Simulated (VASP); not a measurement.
Cu:

```
CELL_PARAMETERS angstrom
0.00000 1.78872 1.78872
1.78872 0.00000 1.78872
1.78872 1.78872 0.00000
ATOMIC_POSITIONS crystal
Cu 0.00000 0.00000 0.00000
```

```yaml
Program: VASP 6.6.1
Task: relaxation of cell and atoms
Functional: PBE
Potentials_or_basis: VASP PAW PBE potentials, release 64 (Cu)
Cutoff: 600 eV
k_mesh: 20 × 20 × 20
Occupations: gaussian, width 0.1 eV
Spin: no spin polarisation
```

At the start: pressure 7.4 GPa; volume 11.45 Å³/atom.

Problem. Where does the relaxation end?

Solution. Over 3 steps the energy falls by 12.4 meV/atom and the volume is 12.01 Å³/atom (+4.9 %); space group Fm-3m (No. 225, to 0.05 Å).

Step by step:
```tsv
step	energy change (eV)	largest force (eV/Å)	pressure (GPa)	volume (Å³)
1	0.0000	0.0000	7.44	11.45
2	-0.0085	0.0000	-3.57	12.35
3	-0.0124	0.0000	0.02	12.01
```

Final structure:
```xyz
1
Lattice="0.0000 1.8175 1.8175 1.8175 0.0000 1.8175 1.8175 1.8175 0.0000" Properties=species:S:1:pos:R:3 pbc="T T T"
Cu    0.0000    0.0000    0.0000
```
